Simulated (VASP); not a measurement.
# TiAl (P-6m2) in VASP: notebook

TiAl is run at these levels: PBE; tasks: single point.

Program: VASP 6.6.1. These are calculated values, not measurements. Logs are shortened: lines on timing, memory, paths and dates and some standing lists are left out, and cuts for length are marked.

## 1. The cell of the first run

The structure is hexagonal, space group P-6m2 (No. 187). The conventional cell has a = 2.867 Å, b = 2.867 Å, c = 4.678 Å, α = 90.00°, β = 90.00°, γ = 120.00°. Within 3.8 Å of Ti (site symmetry -6m2) lie 6 Al at 2.87 Å and 6 Ti at 2.87 Å. Within 3.8 Å of Al (site symmetry -6m2) lie 6 Ti at 2.87 Å and 6 Al at 2.87 Å.

## 2. Single point, PBE

INCAR

```
SYSTEM = TiAl
ALGO     = Normal         ! electronic algorithm
EDIFF    = 1E-6           ! SCF threshold, eV
ENCUT    = 520            ! plane-wave cutoff, eV
GGA      = PE             ! functional
ISIF     = 2              ! what is computed and relaxed
ISMEAR   = 0              ! smearing method
LASPH    = .True.         ! aspherical terms in the spheres
LCHARG   = .False.        ! write CHGCAR
LREAL    = .False.        ! projectors in reciprocal space
LWAVE    = .False.        ! write WAVECAR
NBANDS   = 14             ! bands
NELM     = 100            ! most SCF steps
PREC     = Accurate       ! precision mode
SIGMA    = 0.1            ! smearing width, eV
```

KPOINTS

```
k-points
0
Gamma
  6 6 4
  0 0 0
```

POSCAR

```
TiAl
1.0
    2.8672621400      0.0000000000      0.0000000000
   -1.4336310700      2.4831218500      0.0000000000
    0.0000000000      0.0000000000      4.6780829400
Ti Al
1 1
Direct
    0.0000000000      0.0000000000      0.0000000000
    0.3333333300      0.6666666700      0.5000000000
```

Potentials or basis: VASP PAW PBE potentials, release 64 (Ti_sv, Al).

On the command line:

```sh
$ cat potpaw_PBE.64/Ti_sv/POTCAR potpaw_PBE.64/Al/POTCAR > POTCAR
$ mpirun -np 1 vasp_std > vasp.out
```

OUTCAR:

```text
SYSTEM = TiAl
   EDIFF = 1E-6
   ENCUT = 520
   GGA = PE
   ISIF = 2
   ISMEAR = 0
   LASPH = .True.
   LREAL = .False.
   NELM = 100
   PREC = Accurate

 ion  position               nearest neighbor table
   1  0.000  0.000  0.000-   2 2.87   2 2.87   2 2.87   2 2.87   2 2.87   2 2.87
   2  0.333  0.667  0.500-   1 2.87   1 2.87   1 2.87   1 2.87   1 2.87   1 2.87

  LATTYP: Found a hexagonal cell.
 ALAT       =     2.8672621400
 C/A-ratio  =     1.6315504867

  Lattice vectors:

 A1 = (   2.8672621400,   0.0000000000,   0.0000000000)
 A2 = (  -1.4336310700,   2.4831218500,   0.0000000000)
 A3 = (   0.0000000000,   0.0000000000,   4.6780829400)

Analysis of symmetry for initial positions (statically):
=====================================================================
 Subroutine PRICEL returns:
 Original cell was already a primitive cell.

 Routine SETGRP: Setting up the symmetry group for a
 hexagonal supercell.

 Subroutine GETGRP returns: Found 12 space group operations
 (whereof 12 operations were pure point group operations)
 out of a pool of 24 trial point group operations.

The static configuration has the point symmetry D_3h.

Analysis of symmetry for dynamics (positions and initial velocities):
=====================================================================
 Subroutine PRICEL returns:
 Original cell was already a primitive cell.

 Routine SETGRP: Setting up the symmetry group for a
 hexagonal supercell.

 Subroutine GETGRP returns: Found 12 space group operations
 (whereof 12 operations were pure point group operations)
 out of a pool of 24 trial point group operations.

The dynamic configuration has the point symmetry D_3h.

 Subroutine INISYM returns: Found 12 space group operations
 (whereof 12 operations are pure point group operations),
 and found     1 'primitive' translations

----------------------------------------------------------------------------------------

                                     Primitive cell

  volume of cell :      33.3068

  direct lattice vectors                    reciprocal lattice vectors
     2.867262140  0.000000000  0.000000000     0.348764763  0.201359430  0.000000000
    -1.433631070  2.483121850  0.000000000     0.000000000  0.402718860  0.000000000
     0.000000000  0.000000000  4.678082940     0.000000000  0.000000000  0.213762777

  length of vectors
     2.867262140  2.867262138  4.678082940     0.402718859  0.402718860  0.213762777

  position of ions in fractional coordinates (direct lattice)
     0.000000000  0.000000000  0.000000000
     0.333333330  0.666666670  0.500000000

  ion indices of the primitive-cell ions
   primitive index   ion index
                 1           1
                 2           2

----------------------------------------------------------------------------------------

 KPOINTS: k-points

Automatic generation of k-mesh.
 Grid dimensions read from file:
 generate k-points for:    6    6    4

 Generating k-lattice:

  Cartesian coordinates                     Fractional coordinates (reciprocal lattice)
     0.058127460  0.033559905  0.000000000     0.166666667  0.000000000  0.000000000
     0.000000000  0.067119810  0.000000000     0.000000000  0.166666667  0.000000000
     0.000000000  0.000000000  0.053440694     0.000000000  0.000000000  0.250000000

  Length of vectors
     0.067119810  0.067119810  0.053440694

  Shift w.r.t. Gamma in fractional coordinates (k-lattice)
     0.000000000  0.000000000  0.000000000

 Subroutine IBZKPT returns following result:
 ===========================================

 Found     21 irreducible k-points:

 Following reciprocal coordinates:
            Coordinates               Weight
  0.000000  0.000000  0.000000      1.000000
  0.166667 -0.000000  0.000000      6.000000
  0.333333 -0.000000  0.000000      6.000000
  0.500000 -0.000000  0.000000      3.000000
  0.166667  0.166667  0.000000      6.000000
  0.333333  0.166667  0.000000     12.000000
[... 13 lines left out ...]
  0.333333  0.166667  0.500000     12.000000
  0.333333  0.333333  0.500000      2.000000
   k-points           NKPTS =     21   k-points in BZ     NKDIM =     21   number of bands    NBANDS=     14
   number of dos      NEDOS =    301   number of ions     NIONS =      2
   total plane-waves  NPLWV =  20736
   dimension x,y,z NGX =    24 NGY =   24 NGZ =   36
   dimension x,y,z NGXF=    48 NGYF=   48 NGZF=   72
   ions per type =               1   1
   NGX,Y,Z   is equivalent  to a cutoff of  13.92, 13.92, 12.79 a.u.
   NGXF,Y,Z  is equivalent  to a cutoff of  27.83, 27.83, 25.59 a.u.
 SYSTEM =  TiAl
   PREC   = accura    normal or accurate (medium, high low for compatibility)
   ISTART =      0    job   : 0-new  1-cont  2-samecut
   ICHARG =      2    charge: 1-file 2-atom 10-const
   ISPIN  =      1    spin polarized calculation?
   LNONCOLLINEAR =      F non collinear calculations
   LSORBIT =      F    spin-orbit coupling
   LASPH  =      T    aspherical Exc in radial PAW
   ENCUT  =  520.0 eV  38.22 Ry    6.18 a.u.   5.33  5.33  8.70*2*pi/ulx,y,z
   NELM   =    100;   NELMIN=  2; NELMDL= -5     # of ELM steps
   EDIFF  = 0.1E-05   stopping-criterion for ELM
   LREAL  =      F    real-space projection
   EDIFFG = 0.1E-04   stopping-criterion for IOM
   NSW    =      0    number of steps for IOM
   IBRION =     -1    ionic relax: 0-MD 1-quasi-New 2-CG
   NFREE  =      0    steps in history (QN), initial steepest desc. (CG)
   ISIF   =      2    stress and relaxation
   ISYM   =      2    0-nonsym 1-usesym 2-fastsym
   POTIM  = 0.5000    time-step for ionic-motion
   TEBEG  =    0.0;   TEEND  =   0.0 temperature during run
   PSTRESS=    0.0 pullay stress
   NELECT =      15.0000    total number of electrons
   NUPDOWN=      -1.0000    fix difference up-down
   EMIN   =  10.00;   EMAX   =-10.00  energy-range for DOS
   EFERMI =   0.00;   METHOD = LEGACY
   ISMEAR =     0;   SIGMA  =   0.10  broadening in eV -4-tet -1-fermi 0-gaus
   EFERMI_NEDOS =   21; number of points for ismear=-14 and -15
   IALGO  =     38    algorithm
   IMIX   =      4    mixing-type and parameters
     AMIX     =   0.40;   BMIX     =  1.00
     AMIX_MAG =   1.60;   BMIX_MAG =  1.00
  volume/ion in A,a.u.               =      16.65       112.38
  Fermi-wavevector in a.u.,A,eV,Ry     =   1.254857  2.371335 21.424623  1.574665
  Thomas-Fermi vector in A             =   2.388641
   LORBIT       =      0    0 simple, 1 ext, 2 COOP (PROOUT), +10 PAW based schemes
   GGA     = PE    functional components
   LHFCALC =     F    Hartree Fock is set to
   AEXX    =    0.0000 exact exchange contribution
   IVDW    =     0    specifies the selected vdW correction
   LEPSILON=     F    determine dielectric tensor
   LRPA    =     F    only Hartree local field effects (RPA)
 non-spin polarized calculation
 Gauss-broadening in eV      SIGMA  =   0.10
  energy-cutoff  :      520.00
  volume of cell :       33.31
 maximum number of plane-waves:       917
 NGX is ok and might be reduce to    24
   NGX = 11   NGY = 11   NGZ = 17

 number of electron      15.0000001 magnetization

 Free energy of the ion-electron system (eV)
  ---------------------------------------------------
  ext. energy  EPLUGINS =         0.00000000
  ---------------------------------------------------
  free energy    TOTEN  =       -12.09758913 eV

  energy without entropy =      -12.07652358  energy(sigma->0) =      -12.08705635

 E-fermi :   7.8215     XC(G=0): -10.9322

 val. band max:        7.8166085144   @ k =   0.3333  -0.0000   0.0000
 cond. band min:       7.8498312323   @ k =   0.3333   0.3333   0.5000
 fundamental gap:      0.0332227179
 Fermi energy:         7.8215262381

 k-point     1 :       0.0000    0.0000    0.0000
  band No.  band energies     occupation
      1     -48.6807      2.00000
      2     -24.9863      2.00000
      3     -24.5888      2.00000
      4     -24.5888      2.00000
      5      -1.0599      2.00000
      6       5.5564      2.00000
      7       6.0330      2.00000
      8       9.1194      0.00000
      9       9.1194      0.00000
     10      10.6203      0.00000
     11      10.6203      0.00000
     12      11.7561      0.00000
     13      20.7702      0.00000
     14      20.7702      0.00000

 k-point     2 :       0.1667   -0.0000    0.0000
  band No.  band energies     occupation
      1     -48.6572      2.00000
      2     -24.9630      2.00000
      3     -24.7356      2.00000
      4     -24.6221      2.00000
      5      -0.3754      2.00000
      6       6.1147      2.00000
      7       6.2456      2.00000
      8       8.5610      0.00000
      9       9.6593      0.00000
     10      10.4462      0.00000
     11      10.7861      0.00000
     12      11.8960      0.00000
     13      15.7963      0.00000
     14      18.2428      0.00000

 k-point     3 :       0.3333   -0.0000    0.0000
  band No.  band energies     occupation
      1     -48.6098      2.00000
      2     -25.0220      2.00000
      3     -24.9162      2.00000
      4     -24.6881      2.00000
      5       1.5863      2.00000
      6       6.2687      2.00000
      7       6.8414      2.00000
      8       7.8166      1.05545
      9      10.1154      0.00000
     10      10.9463      0.00000
     11      11.3979      0.00000
     12      11.5832      0.00000
     13      12.7211      0.00000
     14      16.4145      0.00000
[... 273 lines left out ...]
 k-point    20 :       0.3333    0.1667    0.5000
  band No.  band energies     occupation
      1     -48.5860      2.00000
      2     -25.0884      2.00000
      3     -24.8948      2.00000
      4     -24.7973      2.00000
      5       3.7081      2.00000
      6       6.3989      2.00000
      7       6.7941      2.00000
      8       7.7421      1.73894
      9       8.8224      0.00000
     10       9.0131      0.00000
     11      11.3022      0.00000
     12      12.0191      0.00000
     13      13.7022      0.00000
     14      14.9368      0.00000

 k-point    21 :       0.3333    0.3333    0.5000
  band No.  band energies     occupation
      1     -48.5740      2.00000
      2     -24.9892      2.00000
      3     -24.9863      2.00000
      4     -24.8829      2.00000
      5       5.8850      2.00000
      6       5.9279      2.00000
      7       7.1893      2.00000
      8       7.2303      2.00000
      9       7.8498      0.68894
     10       9.1121      0.00000
     11      11.1254      0.00000
     12      12.2839      0.00000
     13      13.2933      0.00000
     14      13.9962      0.00000

------------------------ aborting loop because EDIFF is reached ----------------------------------------

  FORCE on cell =-STRESS in cart. coord.  units (eV):
  Direction    XX          YY          ZZ          XY          YZ          ZX
  --------------------------------------------------------------------------------------
  -------------------------------------------------------------------------------------
  Total        0.0956320      0.0956320     -0.1072050      0.0000000      0.0000000      0.0000000
  in kB        4.6002384      4.6002384     -5.1569431      0.0000000      0.0000000      0.0000000
  external PRESSURE =       1.3478446 kB  Pullay stress =       0.0000000 kB

 VOLUME and BASIS-vectors are now :
 -----------------------------------------------------------------------------
  energy-cutoff  :      520.00
  volume of cell :       33.31
      direct lattice vectors                 reciprocal lattice vectors
     2.867262140  0.000000000  0.000000000     0.348764763  0.201359430  0.000000000
    -1.433631070  2.483121850  0.000000000     0.000000000  0.402718860  0.000000000
     0.000000000  0.000000000  4.678082940     0.000000000  0.000000000  0.213762777

 POSITION                                       TOTAL-FORCE (eV/Angst)
 -----------------------------------------------------------------------------------
      0.00000      0.00000      0.00000         0.000000     -0.000000      0.000000
     -0.00000      1.65541      2.33904        -0.000000      0.000000      0.000000
 -----------------------------------------------------------------------------------
    total drift:                               -0.000000      0.000000      0.000000

  FREE ENERGIE OF THE ION-ELECTRON SYSTEM (eV)
  ---------------------------------------------------
  free  energy   TOTEN  =       -12.0975891273 eV

  energy  without entropy=      -12.0765235817  energy(sigma->0) =      -12.08705635
```

It took 22 s on 1 thread of AMD EPYC 7R13, shared host; peak memory 0.12 GiB.

What came out:

```
Free energy : -12.0976 eV
Pressure    : 0.1 GPa
```

Stress tensor (GPa, compression positive):
```
 0.46  0.00  0.00
 0.00  0.46  0.00
 0.00  0.00 -0.52
```

Levels at points of the mesh, in eV from the Fermi level:
```tsv
k point	band 4	band 5	band 6	band 7	band 8	band 9	band 10	band 11	band 12	band 13
(0.00, 0.00, 0.00)	-32.41	-8.88	-2.27	-1.79	1.30	1.30	2.80	2.80	3.93	12.95
(0.50, 0.00, 0.00)	-32.54	-3.65	-2.77	-1.48	-0.95	2.14	3.96	4.07	4.19	5.39
(0.00, 0.00, 0.50)	-32.41	-7.99	-5.23	-0.39	1.31	1.31	2.73	2.73	6.82	10.99
(0.50, 0.00, 0.50)	-32.54	-3.60	-2.36	-1.79	0.56	1.00	1.94	2.97	3.96	6.55
```

Caveat: the k points lie up to 0.42 Å⁻¹ apart.

## 3. Single point, PBE, collinear spin, ferromagnetic start

INCAR

```
SYSTEM = TiAl
PREC = Accurate
ENCUT = 520
EDIFF = 1E-7
ISMEAR = 0
SIGMA = 0.1
LREAL = .False.
LASPH = .True.
NELM = 150
ALGO = Normal
ISIF = 2
LWAVE = .False.
LCHARG = .False.
ISPIN = 2
MAGMOM = 1 0
LORBIT = 11
LMAXMIX = 4
GGA = PE
NBANDS = 18
```

KPOINTS

```
Automatic mesh
0
Gamma
  6 6 4
  0 0 0
```

POSCAR is that of step 2.

Potentials or basis: VASP PAW PBE potentials, release 64 (Ti_sv, Al).

On the command line:

```sh
$ cat potpaw_PBE.64/Ti_sv/POTCAR potpaw_PBE.64/Al/POTCAR > POTCAR
$ mpirun -np 1 vasp_std > vasp.out
```

Wall time 59 s (1 thread of AMD EPYC 7R13, shared host); peak memory 0.14 GiB.

It converged, with:

| Item | Value |
| --- | --- |
| Free energy | -12.1110 eV |
| Pressure | 0.2 GPa |
| Net moment | 0.56 μB per cell |
| Site moments | Ti +0.36; Al +0.00 μB |
| Valence electrons inside the program's atomic spheres | Ti 10.25; Al 0.80 |

Stress tensor (GPa, compression positive):
```
 1.09  0.00  0.00
 0.00  1.09  0.00
 0.00  0.00 -1.49
```

Levels at points of the mesh, in eV from the Fermi level:
Spin up:
| k point | band 6 | band 7 | band 8 | band 9 | band 10 | band 11 |
| --- | --- | --- | --- | --- | --- | --- |
| (0.00, 0.00, 0.00) | -2.51 | -1.88 | 1.08 | 1.08 | 2.67 | 2.67 |
| (0.50, 0.00, 0.00) | -2.84 | -1.60 | -1.18 | 2.01 | 3.76 | 3.88 |
| (0.00, 0.00, 0.50) | -5.41 | -0.60 | 1.09 | 1.09 | 2.60 | 2.60 |
| (0.50, 0.00, 0.50) | -2.41 | -2.00 | 0.37 | 0.83 | 1.82 | 2.88 |
Spin down:
| k point | band 5 | band 6 | band 7 | band 8 | band 9 | band 10 |
| --- | --- | --- | --- | --- | --- | --- |
| (0.00, 0.00, 0.00) | -8.84 | -2.04 | -1.74 | 1.50 | 1.50 | 2.88 |
| (0.50, 0.00, 0.00) | -3.59 | -2.74 | -1.40 | -0.74 | 2.22 | 4.15 |
| (0.00, 0.00, 0.50) | -7.98 | -5.09 | -0.21 | 1.52 | 1.52 | 2.81 |
| (0.50, 0.00, 0.50) | -3.56 | -2.34 | -1.61 | 0.74 | 1.13 | 2.02 |

Caveat: the k points lie up to 0.42 Å⁻¹ apart.
